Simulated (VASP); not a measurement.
# In (I4_1/amd) in VASP: single point with PBE

Aim: the single point of In with PBE.

Program: VASP 6.6.1. These are calculated values, not measurements. Logs are shortened: lines on timing, memory, paths and dates and some standing lists are left out, and cuts for length are marked.

## (1) The cell of the first run

Symmetry: I4_1/amd, No. 141, tetragonal system. The conventional cell has a = 6.007 Å, b = 6.007 Å, c = 3.189 Å, α = 90.00°, β = 90.00°, γ = 90.00°. In (site symmetry -4m2) has 10 In at 3.11 to 3.84 Å within 4.1 Å.

## (2) Single point, PBE

Input file INCAR:

```
PREC = Accurate ; ENCUT = 520
EDIFF = 1E-6 ; ISMEAR = -1
SIGMA = 0.05 ; LREAL = F
LASPH = T ; NELM = 60
ALGO = Normal ; ISIF = 2
LWAVE = F ; LCHARG = F
GGA = PE ; NBANDS = 20
```

Input file KPOINTS:

```
regular mesh
0
Gamma
  13 13 13
```

Input file POSCAR:

```
In
1.0
   -3.0032701458      3.0032701458      1.5945810119
    3.0032701458     -3.0032701458      1.5945810119
    3.0032701458      3.0032701458     -1.5945810119
In
2
Direct
   -0.3750000000     -0.1250000000     -0.2500000000
    0.3750000000      0.1250000000      0.2500000000
```

Potentials or basis: VASP PAW PBE potentials, release 64 (In_d).

Run with:

```bash
> cat potpaw_PBE.64/In_d/POTCAR > POTCAR
> mpirun -np 1 vasp_std > vasp.out
```

OUTCAR:

```text
PREC = Accurate
   ENCUT = 520
   EDIFF = 1E-6
   ISMEAR = -1
   LREAL = F
   LASPH = T
   NELM = 60
   ISIF = 2
   GGA = PE

 ion  position               nearest neighbor table
   1  0.625  0.875  0.750-   2 3.11   2 3.11   2 3.11   2 3.11   2 3.84   2 3.84   2 3.84   2 3.84

   2  0.375  0.125  0.250-   1 3.11   1 3.11   1 3.11   1 3.11   1 3.84   1 3.84   1 3.84   1 3.84

  LATTYP: Found a body centered tetragonal cell.
 ALAT       =     6.0065402916
 C/A-ratio  =     0.5309482446

  Lattice vectors:

 A1 = (  -3.0032701458,   3.0032701458,   1.5945810119)
 A2 = (   3.0032701458,  -3.0032701458,   1.5945810119)
 A3 = (   3.0032701458,   3.0032701458,  -1.5945810119)

Analysis of symmetry for initial positions (statically):
=====================================================================
 Subroutine PRICEL returns:
 Original cell was already a primitive cell.

 Routine SETGRP: Setting up the symmetry group for a
 body centered tetragonal supercell.

 Subroutine GETGRP returns: Found 16 space group operations
 (whereof  4 operations were pure point group operations)
 out of a pool of 16 trial point group operations.

The static configuration has the point symmetry C_2h.
 The point group associated with its full space group is D_4h.

Analysis of symmetry for dynamics (positions and initial velocities):
=====================================================================
 Subroutine PRICEL returns:
 Original cell was already a primitive cell.

 Routine SETGRP: Setting up the symmetry group for a
 body centered tetragonal supercell.

 Subroutine GETGRP returns: Found 16 space group operations
 (whereof  4 operations were pure point group operations)
 out of a pool of 16 trial point group operations.

The dynamic configuration has the point symmetry C_2h.
 The point group associated with its full space group is D_4h.

 Subroutine INISYM returns: Found 16 space group operations
 (whereof  4 operations are pure point group operations),
 and found     1 'primitive' translations

----------------------------------------------------------------------------------------

                                     Primitive cell

  volume of cell :      57.5301

  direct lattice vectors                    reciprocal lattice vectors
    -3.003270146  3.003270146  1.594581012     0.000000000  0.166485190  0.313561993
     3.003270146 -3.003270146  1.594581012     0.166485190  0.000000000  0.313561993
     3.003270146  3.003270146 -1.594581012     0.166485190  0.166485190  0.000000000

  length of vectors
     4.536733598  4.536733598  4.536733598     0.355018932  0.355018932  0.235445613

  position of ions in fractional coordinates (direct lattice)
     0.625000000  0.875000000  0.750000000
     0.375000000  0.125000000  0.250000000

  ion indices of the primitive-cell ions
   primitive index   ion index
                 1           1
                 2           2

----------------------------------------------------------------------------------------

 KPOINTS: regular mesh

Automatic generation of k-mesh.
 Grid dimensions read from file:
 generate k-points for:   13   13   13

 Generating k-lattice:

  Cartesian coordinates                     Fractional coordinates (reciprocal lattice)
     0.000000000  0.012806553  0.024120153     0.076923077  0.000000000  0.000000000
     0.012806553  0.000000000  0.024120153     0.000000000  0.076923077  0.000000000
     0.012806553  0.012806553  0.000000000     0.000000000  0.000000000  0.076923077

  Length of vectors
     0.027309149  0.027309149  0.018111201

  Shift w.r.t. Gamma in fractional coordinates (k-lattice)
     0.000000000  0.000000000  0.000000000

 Subroutine IBZKPT returns following result:
 ===========================================

 Found    196 irreducible k-points:

 Following reciprocal coordinates:
            Coordinates               Weight
  0.000000  0.000000  0.000000      1.000000
  0.076923  0.000000  0.000000      8.000000
  0.153846  0.000000  0.000000      8.000000
  0.230769  0.000000  0.000000      8.000000
  0.307692  0.000000  0.000000      8.000000
  0.384615 -0.000000  0.000000      8.000000
[... 16 lines left out ...]
  0.384615  0.153846  0.000000     16.000000
  0.461538  0.153846  0.000000     16.000000
 [... further k-points ...]
   k-points           NKPTS =    196   k-points in BZ     NKDIM =    196   number of bands    NBANDS=     20
   number of dos      NEDOS =    301   number of ions     NIONS =      2
   total plane-waves  NPLWV =  46656
   dimension x,y,z NGX =    36 NGY =   36 NGZ =   36
   dimension x,y,z NGXF=    72 NGYF=   72 NGZF=   72
   ions per type =               2
   NGX,Y,Z   is equivalent  to a cutoff of  13.19, 13.19, 13.19 a.u.
   NGXF,Y,Z  is equivalent  to a cutoff of  26.38, 26.38, 26.38 a.u.
 SYSTEM =  unknown system
   PREC   = accura    normal or accurate (medium, high low for compatibility)
   ISTART =      0    job   : 0-new  1-cont  2-samecut
   ICHARG =      2    charge: 1-file 2-atom 10-const
   ISPIN  =      1    spin polarized calculation?
   LNONCOLLINEAR =      F non collinear calculations
   LSORBIT =      F    spin-orbit coupling
   LASPH  =      T    aspherical Exc in radial PAW
   ENCUT  =  520.0 eV  38.22 Ry    6.18 a.u.   8.44  8.44  8.44*2*pi/ulx,y,z
   NELM   =     60;   NELMIN=  2; NELMDL= -5     # of ELM steps
   EDIFF  = 0.1E-05   stopping-criterion for ELM
   LREAL  =      F    real-space projection
   EDIFFG = 0.1E-04   stopping-criterion for IOM
   NSW    =      0    number of steps for IOM
   IBRION =     -1    ionic relax: 0-MD 1-quasi-New 2-CG
   NFREE  =      0    steps in history (QN), initial steepest desc. (CG)
   ISIF   =      2    stress and relaxation
   ISYM   =      2    0-nonsym 1-usesym 2-fastsym
   POTIM  = 0.5000    time-step for ionic-motion
   TEBEG  =    0.0;   TEEND  =   0.0 temperature during run
   PSTRESS=    0.0 pullay stress
   NELECT =      26.0000    total number of electrons
   NUPDOWN=      -1.0000    fix difference up-down
   EMIN   =  10.00;   EMAX   =-10.00  energy-range for DOS
   EFERMI =   0.00;   METHOD = LEGACY
   ISMEAR =    -1;   SIGMA  =   0.05  broadening in eV -4-tet -1-fermi 0-gaus
   EFERMI_NEDOS =   21; number of points for ismear=-14 and -15
   IALGO  =     38    algorithm
   IMIX   =      4    mixing-type and parameters
     AMIX     =   0.40;   BMIX     =  1.00
     AMIX_MAG =   1.60;   BMIX_MAG =  1.00
  volume/ion in A,a.u.               =      28.77       194.12
  Fermi-wavevector in a.u.,A,eV,Ry     =   1.256322  2.374104 21.474673  1.578344
  Thomas-Fermi vector in A             =   2.390035
   LORBIT       =      0    0 simple, 1 ext, 2 COOP (PROOUT), +10 PAW based schemes
   GGA     = PE    functional components
   LHFCALC =     F    Hartree Fock is set to
   AEXX    =    0.0000 exact exchange contribution
   IVDW    =     0    specifies the selected vdW correction
   LEPSILON=     F    determine dielectric tensor
   LRPA    =     F    only Hartree local field effects (RPA)
 non-spin polarized calculation
  energy-cutoff  :      520.00
  volume of cell :       57.53
 maximum number of plane-waves:      1564
 NGX is ok and might be reduce to    36
   NGX = 17   NGY = 17   NGZ = 17

 number of electron      26.0000007 magnetization

 Free energy of the ion-electron system (eV)
  ---------------------------------------------------
  ext. energy  EPLUGINS =         0.00000000
  ---------------------------------------------------
  free energy    TOTEN  =        -4.99627888 eV

  energy without entropy =       -4.98682574  energy(sigma->0) =       -4.99155231

 E-fermi :   6.4009     XC(G=0):  -9.7647

 val. band max:        6.3959135614   @ k =  -0.4615   0.1538   0.0000
 cond. band min:       6.4075885184   @ k =  -0.3077  -0.3077   0.1538
 fundamental gap:      0.0116749570
 Fermi energy:         6.4009132642

 k-point     1 :       0.0000    0.0000    0.0000
  band No.  band energies     occupation
      1      -8.4495      2.00000
      2      -8.3393      2.00000
      3      -8.3041      2.00000
      4      -8.2854      2.00000
      5      -7.9883      2.00000
      6      -7.9883      2.00000
[... 12 lines left out ...]
     19      15.7005      0.00000
     20      17.4034      0.00000

 k-point     2 :       0.0769    0.0000    0.0000
  band No.  band energies     occupation
      1      -8.4440      2.00000
      2      -8.3187      2.00000
      3      -8.2961      2.00000
      4      -8.2589      2.00000
      5      -8.0089      2.00000
      6      -8.0072      2.00000
[... 12 lines left out ...]
     19      14.6398      0.00000
     20      17.1704      0.00000

 k-point     3 :       0.1538    0.0000    0.0000
  band No.  band energies     occupation
      1      -8.4268      2.00000
      2      -8.2738      2.00000
      3      -8.2646      2.00000
      4      -8.1920      2.00000
      5      -8.0500      2.00000
      6      -8.0341      2.00000
[... 12 lines left out ...]
     19      14.0368      0.00000
     20      15.9375      0.00000

 k-point     4 :       0.2308    0.0000    0.0000
  band No.  band energies     occupation
      1      -8.4008      2.00000
      2      -8.2433      2.00000
      3      -8.2054      2.00000
      4      -8.1313      2.00000
      5      -8.0982      2.00000
      6      -8.0360      2.00000
[... 12 lines left out ...]
     19      13.1581      0.00000
     20      15.0528      0.00000

 k-point     5 :       0.3077    0.0000    0.0000
  band No.  band energies     occupation
      1      -8.3747      2.00000
      2      -8.2197      2.00000
      3      -8.1834      2.00000
      4      -8.1443      2.00000
      5      -8.1338      2.00000
      6      -8.0481      2.00000
[... 12 lines left out ...]
     19      13.4280      0.00000
     20      14.4226      0.00000
[... 353 lines left out ...]
      6      -8.0969      2.00000
[... 12 lines left out ...]
     19      13.9725      0.00000
     20      14.8630      0.00000

 k-point    22 :       0.3077    0.1538   -0.0000
  band No.  band energies     occupation
      1      -8.3652      2.00000
      2      -8.2466      2.00000
      3      -8.1865      2.00000
      4      -8.1657      2.00000
      5      -8.1124      2.00000
      6      -8.1028      2.00000
[... 12 lines left out ...]
     19      14.6801      0.00000
     20      15.5175      0.00000

 k-point    23 :       0.3846    0.1538    0.0000
  band No.  band energies     occupation
      1      -8.3505      2.00000
      2      -8.2503      2.00000
      3      -8.2145      2.00000
      4      -8.1507      2.00000
      5      -8.1144      2.00000
      6      -8.0816      2.00000
[... 12 lines left out ...]
     19      14.9577      0.00000
     20      16.3846      0.00000

 k-point    24 :       0.4615    0.1538    0.0000
  band No.  band energies     occupation
      1      -8.3362      2.00000
      2      -8.2374      2.00000
      3      -8.2174      2.00000
      4      -8.1504      2.00000
      5      -8.1030      2.00000
      6      -8.0748      2.00000
[... 12 lines left out ...]
     19      15.4018      0.00000
     20      16.4347      0.00000

 [... further k-points ...]

------------------------ aborting loop because EDIFF is reached ----------------------------------------

  FORCE on cell =-STRESS in cart. coord.  units (eV):
  Direction    XX          YY          ZZ          XY          YZ          ZX
  --------------------------------------------------------------------------------------
  -------------------------------------------------------------------------------------
  Total       -0.0136737     -0.0136737     -0.0177157      0.0000000     -0.0000000      0.0000000
  in kB       -0.3808033     -0.3808033     -0.4933720      0.0000000     -0.0000000      0.0000000
  external PRESSURE =      -0.4183262 kB  Pullay stress =       0.0000000 kB

 VOLUME and BASIS-vectors are now :
 -----------------------------------------------------------------------------
  energy-cutoff  :      520.00
  volume of cell :       57.53
      direct lattice vectors                 reciprocal lattice vectors
    -3.003270146  3.003270146  1.594581012     0.000000000  0.166485190  0.313561993
     3.003270146 -3.003270146  1.594581012     0.166485190  0.000000000  0.313561993
     3.003270146  3.003270146 -1.594581012     0.166485190  0.166485190  0.000000000

 POSITION                                       TOTAL-FORCE (eV/Angst)
 -----------------------------------------------------------------------------------
      3.00327      1.50164      1.19594        -0.000000     -0.000000     -0.000000
      0.00000      1.50164      0.39865         0.000000      0.000000      0.000000
 -----------------------------------------------------------------------------------
    total drift:                               -0.000000     -0.000000      0.000000

  FREE ENERGIE OF THE ION-ELECTRON SYSTEM (eV)
  ---------------------------------------------------
  free  energy   TOTEN  =        -4.9962788827 eV

  energy  without entropy=       -4.9868257442  energy(sigma->0) =       -4.99155231
```

Run time: 74 s. Hardware: 1 thread of Intel Xeon 6975P-C (Granite Rapids), shared host; peak memory 0.32 GiB.

What came out:

* Free energy: -4.9963 eV
* Pressure: 0.0 GPa
* Band gap on the k mesh: zero (bands 13 and 14 overlap by 5.31 eV)

Levels at points of the mesh, in eV from the Fermi level:
```
           k point  band 9  band 10  band 11  band 12  band 13  band 14  band 15  band 16  band 17  band 18
(0.00, 0.00, 0.00)  -14.28   -14.14    -8.95    -1.19    -0.34    -0.34     4.01     7.72     7.72     9.25
```

Caveat: spin-orbit coupling is left out, which moves the levels of the heavy elements.
